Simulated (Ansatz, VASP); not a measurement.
## BeTe in VASP and in Ansatz

File POSCAR:

```
BeTe
1.0
    0.0000000000      2.7700000000      2.7700000000
    2.7700000000      0.0000000000      2.7700000000
    2.7700000000      2.7700000000      0.0000000000
Te Be
1 1
Direct
    0.7500000000      0.7500000000      0.7500000000
    0.0000000000      0.0000000000      0.0000000000
```

INCAR.step1

```
SYSTEM = BeTe
PREC = Accurate ; ENCUT = 520
EDIFF = 1E-5 ; ISMEAR = -1
SIGMA = 0.05 ; LREAL = .FALSE.
LASPH = .TRUE. ; NELM = 80
ALGO = Normal ; ISIF = 2
LWAVE = .TRUE. ; GGA = PE
NBANDS = 11
```

INCAR.step2

```
SYSTEM = BeTe
PREC = Accurate ; ENCUT = 520
EDIFF = 1E-7 ; ISMEAR = -1
SIGMA = 0.05 ; LREAL = .FALSE.
LASPH = .TRUE. ; NELM = 80
ALGO = Normal ; ISIF = 2
LWAVE = .FALSE. ; LCHARG = .TRUE.
GGA = PE ; LHFCALC = .TRUE.
HFSCREEN = 0.2079 ; PRECFOCK = Normal
LELF = .TRUE. ; LVHAR = .TRUE.
ISTART = 1 ; NBANDS = 11
```

File KPOINTS:

```
regular mesh
0
G
  6 6 6
  0 0 0
```

The input input.yaml:

```yaml
crystal:
  lattice:
    - [0.0, 2.77, 2.77]
    - [2.77, 0.0, 2.77]
    - [2.77, 2.77, 0.0]
  atoms:
    - { symbol: Te, position: [0.75, 0.75, 0.75] }
    - { symbol: Be, position: [0.0, 0.0, 0.0] }
kpoints:
  mp_grid: { grid: [6, 6, 6] }
scf:
  occupations: { method: fermi_dirac, width: 0.05 }
hamiltonian:
  xc: hse06
  pseudopotentials: { kind: all_electron, datasets: crystal }
output:
  forces: true
  stress: true
```

Alike in both runs: task single point; functional HSE06; k mesh 6 × 6 × 6; occupations fermi-dirac, width 0.05 eV; no spin polarisation.

|  | VASP | Ansatz |
| --- | --- | --- |
| version | VASP 6.6.1 | Ansatz 0.2.0 |
| potentials or method | VASP PAW PBE potentials, release 64 (Te, Be), cutoff 520 eV | all-electron PAW datasets made for the crystal |

|  | VASP | Ansatz | Ansatz less VASP |
| --- | --- | --- | --- |
| gap on the k mesh at the Fermi level (eV) | 2.50 | 2.53 | +0.023 |
| least direct gap on the mesh (eV) | 4.42 | 4.42 | +0.001 |
| pressure (GPa) | 3.2 | 3.3 | +0.13 |

Ansatz ran all-electron here, and VASP with PAW potentials.

Spin-orbit coupling is off throughout.
